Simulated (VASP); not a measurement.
# CoC (rocksalt type) (Fm-3m) in VASP: further runs

CoC (rocksalt type) is run at these levels: PBE; tasks: single point.

Everything below comes from runs of VASP 6.6.1. Logs are shortened: lines on timing, memory, paths and dates and some standing lists are left out, and cuts for length are marked.

### Step 1. The cell of the first run

Symmetry: Fm-3m, No. 225, cubic system. The conventional cell has a = 3.219 Å, b = 3.219 Å, c = 3.219 Å, α = 90.00°, β = 90.00°, γ = 90.00°. Co (site symmetry m-3m) has 6 C at 1.61 Å within 2.1 Å. Within 2.1 Å of C (site symmetry m-3m) lie 6 Co at 1.61 Å.

### Step 2. Single point, PBE, collinear spin, ferromagnetic start (4.17 Å³/atom)

INCAR

```
PREC = Accurate
ENCUT = 520
EDIFF = 1E-7
ISMEAR = -1
SIGMA = 0.05
LREAL = False
LASPH = True
NELM = 150
ALGO = Normal
ISIF = 2
LWAVE = False
LCHARG = False
ISPIN = 2
MAGMOM = 1.7 0
LORBIT = 11
LMAXMIX = 4
GGA = PE
NBANDS = 18
```

KPOINTS

```
regular mesh
0
Gamma
  17 17 17
```

POSCAR

```
CoC
1.0
    0.0000000000      1.6096841180      1.6096841180
    1.6096841180      0.0000000000      1.6096841180
    1.6096841180      1.6096841180      0.0000000000
Co C
1 1
Direct
    0.0000000000      0.0000000000      0.0000000000
    0.5000000000      0.5000000000      0.5000000000
```

Potentials or basis: VASP PAW PBE potentials, release 64 (Co, C).

Launch:

```
> cat potpaw_PBE.64/Co/POTCAR potpaw_PBE.64/C/POTCAR > POTCAR
> mpirun -np 1 vasp_std > vasp.out
```

OUTCAR:

```text
PREC = Accurate
   ENCUT = 520
   EDIFF = 1E-7
   ISMEAR = -1
   LREAL = False
   LASPH = True
   NELM = 150
   ISIF = 2
   ISPIN = 2
   LORBIT = 11
   GGA = PE

 ion  position               nearest neighbor table
   1  0.000  0.000  0.000-   2 1.61   2 1.61   2 1.61   2 1.61   2 1.61   2 1.61
   2  0.500  0.500  0.500-   1 1.61   1 1.61   1 1.61   1 1.61   1 1.61   1 1.61

  LATTYP: Found a face centered cubic cell.
 ALAT       =     3.2193682360

  Lattice vectors:

 A1 = (   0.0000000000,   1.6096841180,   1.6096841180)
 A2 = (   1.6096841180,   0.0000000000,   1.6096841180)
 A3 = (   1.6096841180,   1.6096841180,   0.0000000000)

Analysis of symmetry for initial positions (statically):
=====================================================================
 Subroutine PRICEL returns:
 Original cell was already a primitive cell.

 Routine SETGRP: Setting up the symmetry group for a
 face centered cubic supercell.

 Subroutine GETGRP returns: Found 48 space group operations
 (whereof 48 operations were pure point group operations)
 out of a pool of 48 trial point group operations.

The static configuration has the point symmetry O_h .

Analysis of symmetry for dynamics (positions and initial velocities):
=====================================================================
 Subroutine PRICEL returns:
 Original cell was already a primitive cell.

 Routine SETGRP: Setting up the symmetry group for a
 face centered cubic supercell.

 Subroutine GETGRP returns: Found 48 space group operations
 (whereof 48 operations were pure point group operations)
 out of a pool of 48 trial point group operations.

The dynamic configuration has the point symmetry O_h .

Analysis of structural, dynamic, and magnetic symmetry:
=====================================================================
 Subroutine PRICEL returns:
 Original cell was already a primitive cell.

 Routine SETGRP: Setting up the symmetry group for a
 face centered cubic supercell.

 Subroutine GETGRP returns: Found 48 space group operations
 (whereof 48 operations were pure point group operations)
 out of a pool of 48 trial point group operations.

The overall configuration has the point symmetry O_h .

 Subroutine INISYM returns: Found 48 space group operations
 (whereof 48 operations are pure point group operations),
 and found     1 'primitive' translations

----------------------------------------------------------------------------------------

                                     Primitive cell

  volume of cell :       8.3417

  direct lattice vectors                    reciprocal lattice vectors
     0.000000000  1.609684118  1.609684118    -0.310619950  0.310619950  0.310619950
     1.609684118  0.000000000  1.609684118     0.310619950 -0.310619950  0.310619950
     1.609684118  1.609684118  0.000000000     0.310619950  0.310619950 -0.310619950

  length of vectors
     2.276437111  2.276437111  2.276437111     0.538009535  0.538009535  0.538009535

  position of ions in fractional coordinates (direct lattice)
     0.000000000  0.000000000  0.000000000
     0.500000000  0.500000000  0.500000000

  ion indices of the primitive-cell ions
   primitive index   ion index
                 1           1
                 2           2

----------------------------------------------------------------------------------------

 KPOINTS: regular mesh

Automatic generation of k-mesh.
 Grid dimensions read from file:
 generate k-points for:   17   17   17

 Generating k-lattice:

  Cartesian coordinates                     Fractional coordinates (reciprocal lattice)
    -0.018271762  0.018271762  0.018271762     0.058823529  0.000000000  0.000000000
     0.018271762 -0.018271762  0.018271762     0.000000000  0.058823529  0.000000000
     0.018271762  0.018271762 -0.018271762     0.000000000  0.000000000  0.058823529

  Length of vectors
     0.031647620  0.031647620  0.031647620

  Shift w.r.t. Gamma in fractional coordinates (k-lattice)
     0.000000000  0.000000000  0.000000000

 Subroutine IBZKPT returns following result:
 ===========================================

 Found    165 irreducible k-points:

 Following reciprocal coordinates:
            Coordinates               Weight
  0.000000  0.000000  0.000000      1.000000
  0.058824  0.000000  0.000000      8.000000
  0.117647  0.000000  0.000000      8.000000
  0.176471  0.000000  0.000000      8.000000
  0.235294  0.000000  0.000000      8.000000
  0.294118  0.000000  0.000000      8.000000
[... 16 lines left out ...]
 -0.176471  0.058824  0.000000     24.000000
 -0.117647  0.058824  0.000000     24.000000
 [... further k-points ...]
   k-points           NKPTS =    165   k-points in BZ     NKDIM =    165   number of bands    NBANDS=     18
   number of dos      NEDOS =    301   number of ions     NIONS =      2
   total plane-waves  NPLWV =   5832
   dimension x,y,z NGX =    18 NGY =   18 NGZ =   18
   dimension x,y,z NGXF=    36 NGYF=   36 NGZF=   36
   ions per type =               1   1
   NGX,Y,Z   is equivalent  to a cutoff of  13.15, 13.15, 13.15 a.u.
   NGXF,Y,Z  is equivalent  to a cutoff of  26.29, 26.29, 26.29 a.u.
 SYSTEM =  unknown system
   PREC   = accura    normal or accurate (medium, high low for compatibility)
   ISTART =      0    job   : 0-new  1-cont  2-samecut
   ICHARG =      2    charge: 1-file 2-atom 10-const
   ISPIN  =      2    spin polarized calculation?
   LNONCOLLINEAR =      F non collinear calculations
   LSORBIT =      F    spin-orbit coupling
   LASPH  =      T    aspherical Exc in radial PAW
   ENCUT  =  520.0 eV  38.22 Ry    6.18 a.u.   4.23  4.23  4.23*2*pi/ulx,y,z
   NELM   =    150;   NELMIN=  2; NELMDL= -5     # of ELM steps
   EDIFF  = 0.1E-06   stopping-criterion for ELM
   LREAL  =      F    real-space projection
   EDIFFG = 0.1E-05   stopping-criterion for IOM
   NSW    =      0    number of steps for IOM
   IBRION =     -1    ionic relax: 0-MD 1-quasi-New 2-CG
   NFREE  =      0    steps in history (QN), initial steepest desc. (CG)
   ISIF   =      2    stress and relaxation
   ISYM   =      2    0-nonsym 1-usesym 2-fastsym
   POTIM  = 0.5000    time-step for ionic-motion
   TEBEG  =    0.0;   TEEND  =   0.0 temperature during run
   PSTRESS=    0.0 pullay stress
   NELECT =      13.0000    total number of electrons
   NUPDOWN=      -1.0000    fix difference up-down
   EMIN   =  10.00;   EMAX   =-10.00  energy-range for DOS
   EFERMI =   0.00;   METHOD = LEGACY
   ISMEAR =    -1;   SIGMA  =   0.05  broadening in eV -4-tet -1-fermi 0-gaus
   EFERMI_NEDOS =   21; number of points for ismear=-14 and -15
   IALGO  =     38    algorithm
   IMIX   =      4    mixing-type and parameters
     AMIX     =   0.40;   BMIX     =  1.00
     AMIX_MAG =   1.60;   BMIX_MAG =  1.00
  volume/ion in A,a.u.               =       4.17        28.15
  Fermi-wavevector in a.u.,A,eV,Ry     =   1.898040  3.586775 49.015732  3.602555
  Thomas-Fermi vector in A             =   2.937694
   LORBIT       =     11    0 simple, 1 ext, 2 COOP (PROOUT), +10 PAW based schemes
   GGA     = PE    functional components
   LHFCALC =     F    Hartree Fock is set to
   AEXX    =    0.0000 exact exchange contribution
   IVDW    =     0    specifies the selected vdW correction
   LEPSILON=     F    determine dielectric tensor
   LRPA    =     F    only Hartree local field effects (RPA)
 spin polarized calculation
  energy-cutoff  :      520.00
  volume of cell :        8.34
 maximum number of plane-waves:       234
 NGX is ok and might be reduce to    18
   NGX =  9   NGY =  9   NGZ =  9

 number of electron      13.0000006 magnetization      -0.0003996

 number of electron      13.0000006 magnetization       0.0000809

 Free energy of the ion-electron system (eV)
  ---------------------------------------------------
  ext. energy  EPLUGINS =         0.00000000
  ---------------------------------------------------
  free energy    TOTEN  =        -3.33449892 eV

  energy without entropy =       -3.32704624  energy(sigma->0) =       -3.33077258

 E-fermi :  25.6573     XC(G=0): -17.7483

 val. band max:       25.5693672059   @ k =  -0.4706   0.1765   0.0588
 cond. band min:      25.6689149688   @ k =  -0.4706   0.2353   0.1176
 fundamental gap:      0.0995477628
 Fermi energy:        25.6573419097

 spin component 1

 k-point     1 :       0.0000    0.0000    0.0000
  band No.  band energies     occupation
      1       1.9546      1.00000
      2      18.5691      1.00000
      3      18.5691      1.00000
      4      18.5691      1.00000
      5      20.2104      1.00000
      6      20.2104      1.00000
[... 10 lines left out ...]
     17      65.7184      0.00000
     18      66.7024      0.00000
[... 463 lines left out ...]
 k-point    24 :      -0.1176    0.0588    0.0000
  band No.  band energies     occupation
      1       2.8893      1.00000
      2      17.2148      1.00000
      3      17.6806      1.00000
      4      17.7705      1.00000
      5      19.0924      1.00000
      6      20.0979      1.00000
[... 10 lines left out ...]
     17      62.8370      0.00000
     18      69.0923      0.00000

 [... further k-points ...]

 spin component 2

 k-point     1 :       0.0000    0.0000    0.0000
  band No.  band energies     occupation
      1       1.9546      1.00000
      2      18.5692      1.00000
      3      18.5692      1.00000
      4      18.5692      1.00000
      5      20.2105      1.00000
      6      20.2105      1.00000
[... 10 lines left out ...]
     17      65.7185      0.00000
     18      66.7025      0.00000
[... 463 lines left out ...]
 k-point    24 :      -0.1176    0.0588    0.0000
  band No.  band energies     occupation
      1       2.8893      1.00000
      2      17.2148      1.00000
      3      17.6807      1.00000
      4      17.7705      1.00000
      5      19.0924      1.00000
      6      20.0980      1.00000
[... 10 lines left out ...]
     17      62.8370      0.00000
     18      69.0924      0.00000

 [... further k-points ...]

------------------------ aborting loop because EDIFF is reached ----------------------------------------

  FORCE on cell =-STRESS in cart. coord.  units (eV):
  Direction    XX          YY          ZZ          XY          YZ          ZX
  --------------------------------------------------------------------------------------
  -------------------------------------------------------------------------------------
  Total       43.9768613     43.9768613     43.9768613     -0.0000000     -0.0000000      0.0000000
  in kB     8446.6177185   8446.6177185   8446.6177185     -0.0000000     -0.0000000      0.0000000
  external PRESSURE =    8446.6177185 kB  Pullay stress =       0.0000000 kB

 VOLUME and BASIS-vectors are now :
 -----------------------------------------------------------------------------
  energy-cutoff  :      520.00
  volume of cell :        8.34
      direct lattice vectors                 reciprocal lattice vectors
     0.000000000  1.609684118  1.609684118    -0.310619950  0.310619950  0.310619950
     1.609684118  0.000000000  1.609684118     0.310619950 -0.310619950  0.310619950
     1.609684118  1.609684118  0.000000000     0.310619950  0.310619950 -0.310619950

 POSITION                                       TOTAL-FORCE (eV/Angst)
 -----------------------------------------------------------------------------------
      0.00000      0.00000      0.00000        -0.000000     -0.000000     -0.000000
      1.60968      1.60968      1.60968         0.000000      0.000000      0.000000
 -----------------------------------------------------------------------------------
    total drift:                               -0.000000      0.000000      0.000000

  FREE ENERGIE OF THE ION-ELECTRON SYSTEM (eV)
  ---------------------------------------------------
  free  energy   TOTEN  =        -3.3344989189 eV

  energy  without entropy=       -3.3270462415  energy(sigma->0) =       -3.33077258

 total charge

# of ion       s       p       d       tot
------------------------------------------
    1        0.946   1.999   9.003  11.948
    2        1.019   2.109   0.000   3.127
--------------------------------------------------
tot          1.965   4.108   9.003  15.075

 magnetization (x)

# of ion       s       p       d       tot
------------------------------------------
    1        0.000  -0.000   0.000   0.000
    2        0.000   0.000   0.000   0.000
--------------------------------------------------
tot          0.000   0.000   0.000   0.000
```

Wall time 2.2 min (1 thread of Intel Xeon 8259CL, shared host); peak memory 0.16 GiB.

The run converged, but its numbers aren't listed here, since they failed a check.

Caveat: the cell stands under pressure; the moments typed at the start vanished in this run.

[end of part 1 of 2]
